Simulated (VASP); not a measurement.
# MoS2 (R3m) in VASP: further runs, part 2 of 2

VASP 6.6.1. The steps go on from the part before.

**3. Electric field gradients, LDA (18.04 Å³/atom)**

This run uses another cell than the first one, of 18.04 Å³/atom.

Input file INCAR:

```
PREC = Accurate ; ENCUT = 520
EDIFF = 1E-8 ; ISMEAR = -1
SIGMA = 0.05 ; LREAL = F
LASPH = T ; NELM = 100
ALGO = Normal ; ISIF = 2
LWAVE = F ; LCHARG = F
GGA = CA ; LEFG = T
NBANDS = 20
```

Input file KPOINTS:

```
Automatic mesh
0
Gamma
  15 15 15
```

Input file POSCAR:

```
MoS2
1.0
    1.5919741743      0.9191267181      6.1638830361
   -1.5919741743      0.9191267181      6.1638830361
    0.0000000000     -1.8382534361      6.1638830361
Mo S
1 2
Direct
    0.0000000000      0.0000000000      0.0000000000
    0.7484000000      0.7484000000      0.7484000000
    0.5849000000      0.5849000000      0.5849000000
```

Potentials or basis: VASP PAW LDA potentials, release 64 (Mo_sv, S).

Run with:

```
> cat potpaw_LDA.64/Mo_sv/POTCAR potpaw_LDA.64/S/POTCAR > POTCAR
> mpirun -np 1 vasp_std > vasp.out
```

OUTCAR:

```text
PREC = Accurate
   ENCUT = 520
   EDIFF = 1E-8
   ISMEAR = -1
   LREAL = F
   LASPH = T
   NELM = 100
   ISIF = 2
   GGA = CA

 ion  position               nearest neighbor table
   1  0.000  0.000  0.000-   2 2.38   2 2.38   2 2.38   3 2.38   3 2.38   3 2.38
   2  0.748  0.748  0.748-   1 2.38   1 2.38   1 2.38
   3  0.585  0.585  0.585-   1 2.38   1 2.38   1 2.38

  LATTYP: Found a trigonal (rhomboedric) cell.
 ALAT       =     6.4321559199
 COS(alpha) =     0.8774851014

  Lattice vectors:

 A1 = (   1.5919741743,   0.9191267181,   6.1638830361)
 A2 = (  -1.5919741743,   0.9191267181,   6.1638830361)
[... 772 lines left out ...]
---------------------------------------------------------------------
 ion       V_xx      V_yy      V_zz      V_xy      V_xz      V_yz
---------------------------------------------------------------------
   1      47.056    47.056   -94.111     0.000    -0.000    -0.000
   2      31.301    31.301   -62.602     0.000    -0.000    -0.000
   3      30.606    30.606   -61.213     0.000     0.000    -0.000
---------------------------------------------------------------------

 Electric field gradients after diagonalization (V/A^2)
 (convention: |V_zz| > |V_xx| > |V_yy|)
----------------------------------------------------------------------
 ion       V_xx      V_yy      V_zz     asymmetry (V_yy - V_xx)/ V_zz
----------------------------------------------------------------------
   1      47.056    47.056   -94.111       0.000
   2      31.301    31.301   -62.602       0.000
   3      30.606    30.606   -61.213       0.000
----------------------------------------------------------------------

           NMR quadrupolar parameters

 Cq : quadrupolar parameter    Cq=e*Q*V_zz/h
 eta: asymmetry parameters     (V_yy - V_xx)/ V_zz
 Q  : nuclear electric quadrupole moment in mb (millibarn)
----------------------------------------------------------------------
 ion       Cq(MHz)       eta       Q (mb)
----------------------------------------------------------------------
   1      -0.228       0.000       1.000
   2      -0.151       0.000       1.000
   3      -0.148       0.000       1.000
----------------------------------------------------------------------
```

Wall time 23 min (1 thread of Oxide Virtual Turin-like, shared host); peak memory 0.48 GiB.

Results:

- Free energy: -24.4279 eV
- Pressure: -1.6 GPa
- Largest force: 0.482 eV/Å
- Band gap on the k mesh: 0.63 eV (least direct gap 1.59 eV)
- Largest electric field gradient by atom: Mo -94.1; S -62.6, -61.2 V/Å²

Forces in eV/Å, atoms in the order of the input:
```
Mo   0.000  0.000 -0.003
S    0.000  0.000  0.482
S    0.000  0.000 -0.480
```

Electric field gradients, principal values (V/Å²):
| atom | least | middle | greatest (by size) |
| --- | --- | --- | --- |
| 1 Mo | 47.056 | 47.056 | -94.111 |
| 2 S | 31.301 | 31.301 | -62.602 |
| 3 S | 30.606 | 30.606 | -61.213 |

Caveat: the stress differs along the axes, from -4 to 3 GPa; without QUAD_EFG the Cq values of the log hold for a quadrupole moment of 1 mb, not for the nuclei.

**4. Electric field gradients, LDA (18.75 Å³/atom)**

Input file INCAR:

```
PREC = Accurate
ENCUT = 520
EDIFF = 1E-8
ISMEAR = -1
SIGMA = 0.05
LREAL = False
LASPH = True
NELM = 100
ALGO = Normal
ISIF = 2
LWAVE = False
LCHARG = False
LEFG = True
NBANDS = 20
```

Input file KPOINTS:

```
regular mesh
0
Gamma
  15 15 15
```

Input file POSCAR:

```
MoS2
1.0
    1.6125180425      0.9309877259      6.2434257839
   -1.6125180425      0.9309877259      6.2434257839
    0.0000000000     -1.8619754517      6.2434257839
Mo S
1 2
Direct
    0.0000000000      0.0000000000      0.0000000000
    0.7484000000      0.7484000000      0.7484000000
    0.5849000000      0.5849000000      0.5849000000
```

Potentials or basis: VASP PAW LDA potentials, release 64 (Mo_sv, S).

Run with:

```
> cat potpaw_LDA.64/Mo_sv/POTCAR potpaw_LDA.64/S/POTCAR > POTCAR
> mpirun -np 1 vasp_std > vasp.out
```

OUTCAR:

```text
PREC = Accurate
   ENCUT = 520
   EDIFF = 1E-8
   ISMEAR = -1
   LREAL = False
   LASPH = True
   NELM = 100
   ISIF = 2

 ion  position               nearest neighbor table
   1  0.000  0.000  0.000-   2 2.41   2 2.41   2 2.41   3 2.41   3 2.41   3 2.41
   2  0.748  0.748  0.748-   1 2.41   1 2.41   1 2.41
   3  0.585  0.585  0.585-   1 2.41   1 2.41   1 2.41

  LATTYP: Found a trigonal (rhomboedric) cell.
 ALAT       =     6.5151606352
 COS(alpha) =     0.8774851014

  Lattice vectors:

 A1 = (   1.6125180425,   0.9309877259,   6.2434257839)
 A2 = (  -1.6125180425,   0.9309877259,   6.2434257839)
[... 770 lines left out ...]

 Electric field gradients (V/A^2)
---------------------------------------------------------------------
 ion       V_xx      V_yy      V_zz      V_xy      V_xz      V_yz
---------------------------------------------------------------------
   1      44.828    44.828   -89.656     0.000    -0.000    -0.000
   2      29.858    29.858   -59.717     0.000    -0.000    -0.000
   3      29.255    29.255   -58.510     0.000     0.000    -0.000
---------------------------------------------------------------------

 Electric field gradients after diagonalization (V/A^2)
 (convention: |V_zz| > |V_xx| > |V_yy|)
----------------------------------------------------------------------
 ion       V_xx      V_yy      V_zz     asymmetry (V_yy - V_xx)/ V_zz
----------------------------------------------------------------------
   1      44.828    44.828   -89.656       0.000
   2      29.858    29.858   -59.717       0.000
   3      29.255    29.255   -58.510       0.000
----------------------------------------------------------------------

           NMR quadrupolar parameters

 Cq : quadrupolar parameter    Cq=e*Q*V_zz/h
 eta: asymmetry parameters     (V_yy - V_xx)/ V_zz
 Q  : nuclear electric quadrupole moment in mb (millibarn)
----------------------------------------------------------------------
 ion       Cq(MHz)       eta       Q (mb)
----------------------------------------------------------------------
   1      -0.217       0.000       1.000
   2      -0.144       0.000       1.000
   3      -0.141       0.000       1.000
----------------------------------------------------------------------
```

OSZICAR:

```text
N       E                     dE             d eps       ncg     rms          rms(c)
DAV:   1     0.189369637793E+03    0.18937E+03   -0.13225E+04 13768   0.122E+03
DAV:   2    -0.174154183260E+02   -0.20679E+03   -0.20092E+03 16036   0.322E+02
DAV:   3    -0.258298118232E+02   -0.84144E+01   -0.83233E+01 16804   0.608E+01
DAV:   4    -0.259378966598E+02   -0.10808E+00   -0.10801E+00 16616   0.723E+00
DAV:   5    -0.259396370278E+02   -0.17404E-02   -0.17403E-02 17320   0.898E-01    0.237E+01
DAV:   6    -0.247863388375E+02    0.11533E+01   -0.11272E+01 15316   0.212E+01    0.831E+00
DAV:   7    -0.244733167999E+02    0.31302E+00   -0.38123E+00 14884   0.123E+01    0.586E+00
DAV:   8    -0.243732664728E+02    0.10005E+00   -0.47252E-01 16132   0.447E+00    0.127E+00
DAV:   9    -0.243720417174E+02    0.12248E-02   -0.14259E-02 15980   0.769E-01    0.385E-01
DAV:  10    -0.243712920082E+02    0.74971E-03   -0.47304E-03 15792   0.481E-01    0.750E-02
DAV:  11    -0.243712626022E+02    0.29406E-04   -0.37312E-04 15784   0.137E-01    0.539E-02
DAV:  12    -0.243712576360E+02    0.49662E-05   -0.24971E-05 16136   0.304E-02    0.147E-02
DAV:  13    -0.243712586108E+02   -0.97474E-06   -0.14176E-05 15688   0.225E-02    0.757E-03
DAV:  14    -0.243712584415E+02    0.16927E-06   -0.14470E-06 15860   0.833E-03    0.373E-03
DAV:  15    -0.243712584718E+02   -0.30300E-07   -0.11470E-07 15564   0.226E-03    0.932E-04
DAV:  16    -0.243712584720E+02   -0.18827E-09   -0.61436E-09 10148   0.526E-04
   1 F= -.24371258E+02 E0= -.24371253E+02  d E =-.105188E-04
```

stdout:

```text
POSCAR found type information on POSCAR MoS
 POSCAR found :  2 types and       3 ions
 scaLAPACK will be used
 LDA part: xc-table for (Slater(with rela. corr.)+CA(PZ))
 , standard interpolation
 POSCAR, INCAR and KPOINTS ok, starting setup
 FFT: planning ... GRIDC
 FFT: planning ... GRID_SOFT
 FFT: planning ... GRID
 WAVECAR not read
 entering main loop
ion   1

ion   2

ion   3
```

It took 25 min on 1 thread of Oxide Virtual Turin-like, shared host; peak memory 0.49 GiB.

Results:

- Free energy: -24.3713 eV
- Pressure: -6.9 GPa
- Largest force: 0.158 eV/Å
- Band gap on the k mesh: 0.64 eV (least direct gap 1.51 eV)
- Largest electric field gradient by atom: Mo -89.7; S -59.7, -58.5 V/Å²

Forces in eV/Å, atoms in the order of the input:
```
Mo   0.000  0.000 -0.002
S    0.000  0.000 -0.156
S    0.000  0.000  0.158
```

Levels at points of the mesh, in eV from the valence-band top:
```tsv
k point	band 10	band 11	band 12	band 13	band 14	band 15	band 16	band 17
(0.00, 0.00, 0.00)	-2.47	-2.47	-1.24	-1.03	1.83	1.83	2.26	2.26
```

Electric field gradients, principal values (V/Å²):
```tsv
atom	least	middle	greatest (by size)
1 Mo	44.828	44.828	-89.656
2 S	29.858	29.858	-59.717
3 S	29.255	29.255	-58.510
```

Caveat: the stress differs along the axes, from -9 to -3 GPa; without QUAD_EFG the Cq values of the log hold for a quadrupole moment of 1 mb, not for the nuclei. A k mesh can miss the band edges.
